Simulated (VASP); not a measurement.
Set up this calculation in VASP 6.6.1, as the native input.

* Task: single point
* Functional: PBE
* Potentials or basis: VASP PAW PBE potentials, release 64 (Na_pv, Cl)
* Cutoff: 520 eV
* k mesh: 6 × 6 × 1
* Occupations: gaussian, width 0.1 eV
* Spin: no spin polarisation
* Dipole correction: yes
* Further INCAR settings: ALGO = Normal; EDIFF = 1e-06; NBANDS = 14

The structure of NaCl lies in POSCAR:

```
NaCl
1.0
    4.5332967564     -0.0000003236      0.0000000000
   -2.2666480980      3.9259503157      0.0000000000
    0.0000000000      0.0000000000     25.4512216000
Na Cl
1 1
Direct
    0.0000000000      0.0000000000      0.2952494697
    0.6666666667      0.3333333333      0.2941132036
```

The input as run:

INCAR

```
SYSTEM = NaCl
PREC = Accurate
ENCUT = 520
EDIFF = 1E-6
ISMEAR = 0
SIGMA = 0.1
LREAL = .False.
LASPH = .True.
NELM = 60
ALGO = Normal
ISIF = 2
LWAVE = .False.
LCHARG = .False.
LDIPOL = .True.
IDIPOL = 3
DIPOL = 0.5 0.5 0.295
GGA = PE
NBANDS = 14
```

KPOINTS

```
Automatic mesh
0
Gamma
  6 6 1
  0 0 0
```

Potentials or basis: VASP PAW PBE potentials, release 64 (Na_pv, Cl).

Run with:

```sh
$ cat potpaw_PBE.64/Na_pv/POTCAR potpaw_PBE.64/Cl/POTCAR > POTCAR
$ mpirun -np 1 vasp_std > vasp.out
```

It gave:

| Property | Result |
| --- | --- |
| Largest force | 0.020 eV/Å |
| Band gap on the k mesh | 5.05 eV, indirect (least direct gap 5.22 eV) |

It took 62 s on 1 thread of AMD EPYC 9R45 (Zen 5), on a shared host, peak memory 0.52 GiB.
